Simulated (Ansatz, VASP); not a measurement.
One calculation of Nb, two programs

The input POSCAR:

```
Nb
1.0
   -1.6639500000      1.6639500000      1.6639500000
    1.6639500000     -1.6639500000      1.6639500000
    1.6639500000      1.6639500000     -1.6639500000
Nb
1
Direct
    0.0000000000      0.0000000000      0.0000000000
```

The input INCAR.step1:

```
SYSTEM = Nb
ALGO     = Normal         ! electronic algorithm
EDIFF    = 1E-4           ! SCF threshold, eV
ENCUT    = 600            ! plane-wave cutoff, eV
GGA      = PE             ! functional
ISMEAR   = 0              ! smearing method
LASPH    = .TRUE.         ! aspherical terms in the spheres
LCHARG   = .FALSE.        ! write CHGCAR
LREAL    = .FALSE.        ! projectors in reciprocal space
LWAVE    = .TRUE.         ! write WAVECAR
NELM     = 80             ! most SCF steps
PREC     = Accurate       ! precision mode
SIGMA    = 0.2            ! smearing width, eV
```

INCAR.step2

```
SYSTEM = Nb
ALGO     = Normal         ! electronic algorithm
EDIFF    = 1E-6           ! SCF threshold, eV
EDIFFG   = -0.001         ! ionic threshold
ENCUT    = 600            ! plane-wave cutoff, eV
IBRION   = 2              ! ionic algorithm
ISIF     = 3              ! what is computed and relaxed
ISMEAR   = 0              ! smearing method
ISTART   = 1            
LASPH    = .TRUE.         ! aspherical terms in the spheres
LCHARG   = .FALSE.        ! write CHGCAR
LMIXTAU  = .TRUE.       
LREAL    = .FALSE.        ! projectors in reciprocal space
LWAVE    = .FALSE.        ! write WAVECAR
METAGGA  = R2SCAN         ! meta-GGA
NELM     = 80             ! most SCF steps
NSW      = 80             ! ionic steps
PREC     = Accurate       ! precision mode
SIGMA    = 0.2            ! smearing width, eV
```

Contents of KPOINTS:

```
k-points
0
G
  20 20 20
  0 0 0
```

Input for Ansatz:

```yaml
crystal:
  lattice:
    - [-1.66395, 1.66395, 1.66395]
    - [1.66395, -1.66395, 1.66395]
    - [1.66395, 1.66395, -1.66395]
  atoms:
    - { symbol: Nb, position: [0.0, 0.0, 0.0] }
scf:
  occupations: { method: gaussian, width: 0.2 }
output:
  forces: true
  stress: true
  eigenvalues: true
  write_density: true
  write_potential: true
  elf: true
  volumetric_format: npy
hamiltonian:
  xc: r2scan
relax:
  f_tol: 0.001
  max_steps: 60
  cell: { stress_tol: 0.03 }
kpoints:
  mp_grid: { grid: [20, 20, 20] }
```

Alike in both runs: task relaxation of cell and atoms; functional r2SCAN; k mesh 20 × 20 × 20; occupations gaussian, width 0.2 eV; no spin polarisation.

|  | VASP | Ansatz |
| --- | --- | --- |
| version | VASP 6.6.1 | Ansatz 0.2.0 |
| potentials or method | VASP PAW PBE potentials, release 64 (Nb_sv) | scalar-relativistic, plane waves, PAW |
| plane-wave cutoff (eV) | 600 | 500 |
| valence electrons in the cell | 13 | 13 |

Ansatz gave:

- gap on the k mesh at the Fermi level, each at its own relaxed structure (eV): none
- relaxed volume (Å³/atom): 18.03
- relaxed cell length with the largest relative difference (Å): 2.861

Task: Estimate VASP's values.

Result: gap on the k mesh at the Fermi level, each at its own relaxed structure (eV): none; relaxed volume (Å³/atom): 18.01; relaxed cell length with the largest relative difference (Å): 2.860.

VASP's potentials were made for PBE, not for r2SCAN. A gap of «none» marks a metal or a gap that the smearing closes.
